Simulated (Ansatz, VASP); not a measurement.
One calculation of Cs, two programs

The input INCAR:

```
ALGO     = Normal         # electronic algorithm
EDIFF    = 1E-6           # SCF threshold, eV
ENCUT    = 520            # plane-wave cutoff, eV
GGA      = PE             # functional
ISIF     = 2              # what is computed and relaxed
ISMEAR   = -1             # smearing method
LASPH    = True           # aspherical terms in the spheres
LCHARG   = False          # write CHGCAR
LREAL    = False          # projectors in reciprocal space
LWAVE    = False          # write WAVECAR
NBANDS   = 10             # bands
NELM     = 60             # most SCF steps
PREC     = Accurate       # precision mode
SIGMA    = 0.05           # smearing width, eV
```

KPOINTS

```
k-points
0
Gamma
  10 10 10
```

The input POSCAR:

```
Cs
1.0
    0.0000000000      3.5224643502      3.5224643502
    3.5224643502      0.0000000000      3.5224643502
    3.5224643502      3.5224643502      0.0000000000
Cs
1
Direct
    0.0000000000      0.0000000000      0.0000000000
```

Input for Ansatz:

```yaml
crystal:
  lattice:
    - [0.0, 3.5224643502, 3.5224643502]
    - [3.5224643502, 0.0, 3.5224643502]
    - [3.5224643502, 3.5224643502, 0.0]
  atoms:
    - { symbol: Cs, position: [0.0, 0.0, 0.0] }
kpoints:
  mp_grid: { grid: [10, 10, 10] }
scf:
  occupations: { method: fermi_dirac, width: 0.05 }
hamiltonian:
  xc: pbe
  pseudopotentials: { kind: nc }
output:
  forces: true
  stress: true
  eigenvalues: true
```

Change from the starting cell: volume scaled by 0.75, norm-conserving files.

Alike in both runs: task single point; functional PBE; k mesh 10 × 10 × 10; occupations fermi-dirac, width 0.05 eV; no spin polarisation.

```csv
,VASP,Ansatz
version,VASP 6.6.1,Ansatz 0.2.0
potentials or method,"VASP PAW PBE potentials, release 64 (Cs_sv)","norm-conserving pseudopotentials, scalar-relativistic"
plane-wave cutoff (eV),520,680
valence electrons in the cell,9,9
```

|  | VASP | Ansatz | Ansatz less VASP |
| --- | --- | --- | --- |
| pressure (GPa) | 0.9 | 0.9 | +0.01 |

Spin-orbit coupling is off throughout.
